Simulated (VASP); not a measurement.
# KCl in VASP: further runs

The runs below take KCl through single point, with LDA.

All numbers are computed with VASP 6.6.1; they aren't measurements. Logs are shortened: lines on timing, memory, paths and dates and some standing lists are left out, and cuts for length are marked.

### Step 1. The cell of the first run

It takes space group I4/mmm (No. 139, tetragonal). The conventional cell has a = 4.298 Å, b = 4.298 Å, c = 6.109 Å, α = 90.00°, β = 90.00°, γ = 90.00°. Within 4.0 Å of K (site symmetry 4/mmm) lie 6 Cl at 3.04 to 3.05 Å. Cl (site symmetry 4/mmm) has 6 K at 3.04 to 3.05 Å within 4.0 Å.

### Step 2. Single point, LDA (z stretched by +0.5 %, x and y held)

Input file INCAR:

```
SYSTEM = KCl
PREC     = Accurate       ! precision mode
ENCUT    = 520            ! plane-wave cutoff, eV
EDIFF    = 1E-6           ! SCF threshold, eV
ISMEAR   = 0              ! smearing method
SIGMA    = 0.01           ! smearing width, eV
LREAL    = .False.        ! projectors in reciprocal space
LASPH    = .True.         ! aspherical terms in the spheres
NELM     = 100            ! most SCF steps
ALGO     = Normal         ! electronic algorithm
ISIF     = 2              ! what is computed and relaxed
LWAVE    = .False.        ! write WAVECAR
LCHARG   = .False.        ! write CHGCAR
GGA      = CA             ! functional
NBANDS   = 15             ! bands
```

Input file KPOINTS:

```
Automatic mesh
0
Gamma
  6 6 6
  0 0 0
```

Input file POSCAR:

```
KCl
1.0
    0.0000000000      3.0393342611      3.0545309324
    3.0393342611      0.0000000000      3.0545309324
    3.0393342611      3.0393342611      0.0000000000
K Cl
1 1
Direct
    0.0000000000      0.0000000000      0.0000000000
    0.5000000000      0.5000000000      0.5000000000
```

Potentials or basis: VASP PAW LDA potentials, release 64 (K_sv, Cl).

The run is started by

```console
$ cat potpaw_LDA.64/K_sv/POTCAR potpaw_LDA.64/Cl/POTCAR > POTCAR
$ mpirun -np 1 vasp_std > vasp.out
```

OUTCAR:

```text
SYSTEM = KCl
   PREC = Accurate
   ENCUT = 520
   EDIFF = 1E-6
   ISMEAR = 0
   LREAL = .False.
   LASPH = .True.
   NELM = 100
   ISIF = 2
   GGA = CA

 ion  position               nearest neighbor table
   1  0.000  0.000  0.000-   2 3.04   2 3.04   2 3.04   2 3.04   2 3.05   2 3.05
   2  0.500  0.500  0.500-   1 3.04   1 3.04   1 3.04   1 3.04   1 3.05   1 3.05

  LATTYP: Found a body centered tetragonal cell.
 ALAT       =     4.2982677326
 C/A-ratio  =     1.4212846302

  Lattice vectors:

 A1 = (  -3.0393342611,   0.0000000000,   3.0545309324)
 A2 = (   3.0393342611,   0.0000000000,   3.0545309324)
 A3 = (   0.0000000000,   3.0393342611,  -3.0545309324)

Analysis of symmetry for initial positions (statically):
=====================================================================
 Subroutine PRICEL returns:
 Original cell was already a primitive cell.

 Routine SETGRP: Setting up the symmetry group for a
 body centered tetragonal supercell.

 Subroutine GETGRP returns: Found 16 space group operations
 (whereof 16 operations were pure point group operations)
 out of a pool of 16 trial point group operations.

The static configuration has the point symmetry D_4h.

Analysis of symmetry for dynamics (positions and initial velocities):
=====================================================================
 Subroutine PRICEL returns:
 Original cell was already a primitive cell.

 Routine SETGRP: Setting up the symmetry group for a
 body centered tetragonal supercell.

 Subroutine GETGRP returns: Found 16 space group operations
 (whereof 16 operations were pure point group operations)
 out of a pool of 16 trial point group operations.

The dynamic configuration has the point symmetry D_4h.

 Subroutine INISYM returns: Found 16 space group operations
 (whereof 16 operations are pure point group operations),
 and found     1 'primitive' translations

----------------------------------------------------------------------------------------

                                     Primitive cell

  volume of cell :      56.4328

  direct lattice vectors                    reciprocal lattice vectors
     0.000000000  3.039334261  3.054530932    -0.164509711  0.164509711  0.163691254
     3.039334261  0.000000000  3.054530932     0.164509711 -0.164509711  0.163691254
     3.039334261  3.039334261  0.000000000     0.164509711  0.164509711 -0.163691254

  length of vectors
     4.309026801  4.309026801  4.298267733     0.284467426  0.284467426  0.284467426

  position of ions in fractional coordinates (direct lattice)
     0.000000000  0.000000000  0.000000000
     0.500000000  0.500000000  0.500000000

  ion indices of the primitive-cell ions
   primitive index   ion index
                 1           1
                 2           2

----------------------------------------------------------------------------------------

 KPOINTS: Automatic mesh

Automatic generation of k-mesh.
 Grid dimensions read from file:
 generate k-points for:    6    6    6

 Generating k-lattice:

  Cartesian coordinates                     Fractional coordinates (reciprocal lattice)
    -0.027418285  0.027418285  0.027281876     0.166666667  0.000000000  0.000000000
     0.027418285 -0.027418285  0.027281876     0.000000000  0.166666667  0.000000000
     0.027418285  0.027418285 -0.027281876     0.000000000  0.000000000  0.166666667

  Length of vectors
     0.047411238  0.047411238  0.047411238

  Shift w.r.t. Gamma in fractional coordinates (k-lattice)
     0.000000000  0.000000000  0.000000000

 Subroutine IBZKPT returns following result:
 ===========================================

 Found     30 irreducible k-points:

 Following reciprocal coordinates:
            Coordinates               Weight
  0.000000  0.000000  0.000000      1.000000
  0.166667  0.000000  0.000000      8.000000
  0.333333  0.000000  0.000000      8.000000
  0.500000  0.000000  0.000000      4.000000
  0.166667  0.166667  0.000000      2.000000
  0.333333  0.166667  0.000000      8.000000
[... 16 lines left out ...]
  0.333333  0.000000  0.333333      4.000000
  0.500000  0.000000  0.333333     16.000000
 [... further k-points ...]
   k-points           NKPTS =     30   k-points in BZ     NKDIM =     30   number of bands    NBANDS=     15
   number of dos      NEDOS =    301   number of ions     NIONS =      2
   total plane-waves  NPLWV =  32768
   dimension x,y,z NGX =    32 NGY =   32 NGZ =   32
   dimension x,y,z NGXF=    64 NGYF=   64 NGZF=   64
   ions per type =               1   1
   NGX,Y,Z   is equivalent  to a cutoff of  12.35, 12.35, 12.38 a.u.
   NGXF,Y,Z  is equivalent  to a cutoff of  24.69, 24.69, 24.75 a.u.
 SYSTEM =  KCl
   PREC   = accura    normal or accurate (medium, high low for compatibility)
   ISTART =      0    job   : 0-new  1-cont  2-samecut
   ICHARG =      2    charge: 1-file 2-atom 10-const
   ISPIN  =      1    spin polarized calculation?
   LNONCOLLINEAR =      F non collinear calculations
   LSORBIT =      F    spin-orbit coupling
   LASPH  =      T    aspherical Exc in radial PAW
   ENCUT  =  520.0 eV  38.22 Ry    6.18 a.u.   8.01  8.01  7.99*2*pi/ulx,y,z
   NELM   =    100;   NELMIN=  2; NELMDL= -5     # of ELM steps
   EDIFF  = 0.1E-05   stopping-criterion for ELM
   LREAL  =      F    real-space projection
   EDIFFG = 0.1E-04   stopping-criterion for IOM
   NSW    =      0    number of steps for IOM
   IBRION =     -1    ionic relax: 0-MD 1-quasi-New 2-CG
   NFREE  =      0    steps in history (QN), initial steepest desc. (CG)
   ISIF   =      2    stress and relaxation
   ISYM   =      2    0-nonsym 1-usesym 2-fastsym
   POTIM  = 0.5000    time-step for ionic-motion
   TEBEG  =    0.0;   TEEND  =   0.0 temperature during run
   PSTRESS=    0.0 pullay stress
   NELECT =      16.0000    total number of electrons
   NUPDOWN=      -1.0000    fix difference up-down
   EMIN   =  10.00;   EMAX   =-10.00  energy-range for DOS
   EFERMI =   0.00;   METHOD = LEGACY
   ISMEAR =     0;   SIGMA  =   0.01  broadening in eV -4-tet -1-fermi 0-gaus
   EFERMI_NEDOS =   21; number of points for ismear=-14 and -15
   IALGO  =     38    algorithm
   IMIX   =      4    mixing-type and parameters
     AMIX     =   0.40;   BMIX     =  1.00
     AMIX_MAG =   1.60;   BMIX_MAG =  1.00
  volume/ion in A,a.u.               =      28.22       190.41
  Fermi-wavevector in a.u.,A,eV,Ry     =   1.075485  2.032372 15.737422  1.156668
  Thomas-Fermi vector in A             =   2.211343
   LORBIT       =      0    0 simple, 1 ext, 2 COOP (PROOUT), +10 PAW based schemes
   GGA     = CA    functional components
   LHFCALC =     F    Hartree Fock is set to
   AEXX    =    0.0000 exact exchange contribution
   IVDW    =     0    specifies the selected vdW correction
   LEPSILON=     F    determine dielectric tensor
   LRPA    =     F    only Hartree local field effects (RPA)
 non-spin polarized calculation
 Gauss-broadening in eV      SIGMA  =   0.01
  energy-cutoff  :      520.00
  volume of cell :       56.43
 maximum number of plane-waves:      1532
   NGX = 17   NGY = 17   NGZ = 15

 number of electron      16.0000000 magnetization

 Free energy of the ion-electron system (eV)
  ---------------------------------------------------
  ext. energy  EPLUGINS =         0.00000000
  ---------------------------------------------------
  free energy    TOTEN  =        -7.40773736 eV

  energy without entropy =       -7.40773736  energy(sigma->0) =       -7.40773736

 E-fermi :  -1.5157     XC(G=0):  -8.5266

 val. band max:       -1.6495628983   @ k =   0.0000   0.0000   0.0000
 cond. band min:       3.4407279843   @ k =   0.0000   0.0000   0.0000
 fundamental gap:      5.0902908826
 Fermi energy:        -1.5156819917

 k-point     1 :       0.0000    0.0000    0.0000
  band No.  band energies     occupation
      1     -28.2673      2.00000
      2     -13.8030      2.00000
      3     -11.9678      2.00000
      4     -11.9678      2.00000
      5     -11.9662      2.00000
      6      -1.6557      2.00000
      7      -1.6496      2.00000
      8      -1.6496      2.00000
      9       3.4407      0.00000
     10       6.4350      0.00000
     11       6.4702      0.00000
     12       6.4702      0.00000
     13       7.4425      0.00000
     14       7.4688      0.00000
     15      11.1443      0.00000

 k-point     2 :       0.1667    0.0000    0.0000
  band No.  band energies     occupation
      1     -28.2623      2.00000
      2     -13.8714      2.00000
      3     -11.9708      2.00000
      4     -11.9703      2.00000
      5     -11.8811      2.00000
      6      -2.0554      2.00000
      7      -1.7708      2.00000
      8      -1.7676      2.00000
      9       4.1558      0.00000
     10       6.2831      0.00000
     11       6.8342      0.00000
     12       6.8549      0.00000
     13       7.8853      0.00000
     14       7.9147      0.00000
     15      12.2466      0.00000

 k-point     3 :       0.3333    0.0000    0.0000
  band No.  band energies     occupation
      1     -28.2524      2.00000
      2     -13.9937      2.00000
      3     -11.9775      2.00000
      4     -11.9767      2.00000
      5     -11.7216      2.00000
      6      -2.7014      2.00000
      7      -1.9887      2.00000
      8      -1.9873      2.00000
      9       5.3792      0.00000
     10       6.5036      0.00000
     11       7.8902      0.00000
     12       7.9049      0.00000
     13       8.9904      0.00000
     14       9.0282      0.00000
     15      11.5706      0.00000
[... 343 lines left out ...]
 k-point    23 :       0.3333    0.0000    0.3333
  band No.  band energies     occupation
      1     -28.2479      2.00000
      2     -13.8113      2.00000
      3     -12.0361      2.00000
      4     -12.0321      2.00000
      5     -11.9683      2.00000
      6      -2.5217      2.00000
      7      -1.8653      2.00000
      8      -1.8617      2.00000
      9       4.7603      0.00000
     10       5.7616      0.00000
     11       8.2441      0.00000
     12       9.1931      0.00000
     13       9.1998      0.00000
     14       9.2146      0.00000
     15      10.4514      0.00000

 k-point    24 :       0.5000    0.0000    0.3333
  band No.  band energies     occupation
      1     -28.2431      2.00000
      2     -13.7818      2.00000
      3     -12.1234      2.00000
      4     -12.0379      2.00000
      5     -11.9592      2.00000
      6      -2.4486      2.00000
      7      -2.0845      2.00000
      8      -1.9538      2.00000
      9       4.9062      0.00000
     10       6.8141      0.00000
     11       8.3299      0.00000
     12       8.8385      0.00000
     13       9.1726      0.00000
     14       9.8462      0.00000
     15      10.4596      0.00000

 [... further k-points ...]

------------------------ aborting loop because EDIFF is reached ----------------------------------------

  FORCE on cell =-STRESS in cart. coord.  units (eV):
  Direction    XX          YY          ZZ          XY          YZ          ZX
  --------------------------------------------------------------------------------------
  -------------------------------------------------------------------------------------
  Total        0.0121248      0.0121248     -0.0784539      0.0000000     -0.0000000     -0.0000000
  in kB        0.3442328      0.3442328     -2.2273752      0.0000000     -0.0000000     -0.0000000
  external PRESSURE =      -0.5129699 kB  Pullay stress =       0.0000000 kB

 VOLUME and BASIS-vectors are now :
 -----------------------------------------------------------------------------
  energy-cutoff  :      520.00
  volume of cell :       56.43
      direct lattice vectors                 reciprocal lattice vectors
     0.000000000  3.039334261  3.054530932    -0.164509711  0.164509711  0.163691254
     3.039334261  0.000000000  3.054530932     0.164509711 -0.164509711  0.163691254
     3.039334261  3.039334261  0.000000000     0.164509711  0.164509711 -0.163691254

 POSITION                                       TOTAL-FORCE (eV/Angst)
 -----------------------------------------------------------------------------------
      0.00000      0.00000      0.00000         0.000000      0.000000     -0.000000
      3.03933      3.03933      3.05453        -0.000000     -0.000000      0.000000
 -----------------------------------------------------------------------------------
    total drift:                                0.000000     -0.000000     -0.000000

  FREE ENERGIE OF THE ION-ELECTRON SYSTEM (eV)
  ---------------------------------------------------
  free  energy   TOTEN  =        -7.4077373632 eV

  energy  without entropy=       -7.4077373632  energy(sigma->0) =       -7.40773736
```

Wall time 9.6 s (1 thread of Intel Xeon Platinum 8488C (Sapphire Rapids), shared host); peak memory 0.16 GiB.

What came out:

```yaml
Free_energy: -7.4077 eV
Pressure: -0.1 GPa
Band_gap_on_the_k_mesh: 5.09 eV
```

Levels at points of the mesh, in eV from the valence-band top:
| k point | band 6 | band 7 | band 8 | band 9 | band 10 | band 11 |
| --- | --- | --- | --- | --- | --- | --- |
| (0.00, 0.00, 0.00) | -0.01 | 0.00 | 0.00 | 5.09 | 8.08 | 8.12 |
| (0.50, 0.00, 0.00) | -1.33 | -0.44 | -0.44 | 7.47 | 8.63 | 10.58 |
| (0.50, 0.50, 0.00) | -0.77 | -0.25 | -0.25 | 6.06 | 8.43 | 10.21 |
| (0.50, 0.00, 0.50) | -0.76 | -0.26 | -0.26 | 6.05 | 8.43 | 10.23 |

Caveat: the cell differs from its parent crystal (z stretched by +0.5 %, x and y held).

### Step 3. Single point, LDA (equal xy, yz and zx engineering shears of -0.5 %)

Input file INCAR:

```
SYSTEM = KCl
ALGO = Normal
EDIFF = 1E-7
ENCUT = 520
ISIF = 2
ISMEAR = 0
LASPH = .True.
LCHARG = .True.
LELF = .True.
LREAL = .False.
LVHAR = .True.
LWAVE = .False.
NBANDS = 15
NELM = 60
PREC = Accurate
SIGMA = 0.01
```

Input file KPOINTS:

```
k-points
0
Gamma
  6 6 6
  0 0 0
```

Input file POSCAR:

```
KCl
1.0
   -0.0151966713      3.0317359254      3.0317359254
    3.0317359254     -0.0151966713      3.0317359254
    3.0317359254      3.0317359254     -0.0151966713
K Cl
1 1
Direct
    0.0000000000      0.0000000000      0.0000000000
    0.5000000000      0.5000000000      0.5000000000
```

Potentials or basis: VASP PAW LDA potentials, release 64 (K_sv, Cl).

The run is started by

```console
$ cat potpaw_LDA.64/K_sv/POTCAR potpaw_LDA.64/Cl/POTCAR > POTCAR
$ mpirun -np 1 vasp_std > vasp.out
```

Run time: 12 s. Hardware: 1 thread of Intel Xeon Platinum 8488C (Sapphire Rapids), shared host; peak memory 0.16 GiB.

It converged, with:

- Free energy: -7.4077 eV
- Pressure: 0.1 GPa
- Band gap on the k mesh: 5.10 eV

Levels at points of the mesh, in eV from the valence-band top:
| k point | band 5 | band 6 | band 7 | band 8 | band 9 | band 10 | band 11 | band 12 |
| --- | --- | --- | --- | --- | --- | --- | --- | --- |
| (0.00, 0.00, 0.00) | -10.32 | -0.02 | -0.02 | 0.00 | 5.10 | 8.08 | 8.08 | 8.15 |
| (0.50, 0.00, 0.00) | -9.99 | -1.35 | -0.46 | -0.44 | 7.47 | 8.64 | 10.56 | 10.62 |
| (0.50, 0.50, 0.00) | -10.41 | -0.77 | -0.27 | -0.26 | 6.03 | 8.45 | 10.22 | 10.26 |
| (0.50, 0.50, 0.50) | -10.00 | -1.34 | -0.47 | -0.47 | 7.47 | 8.67 | 10.61 | 10.61 |

Caveat: the cell differs from its parent crystal (equal xy, yz and zx engineering shears of -0.5 %).
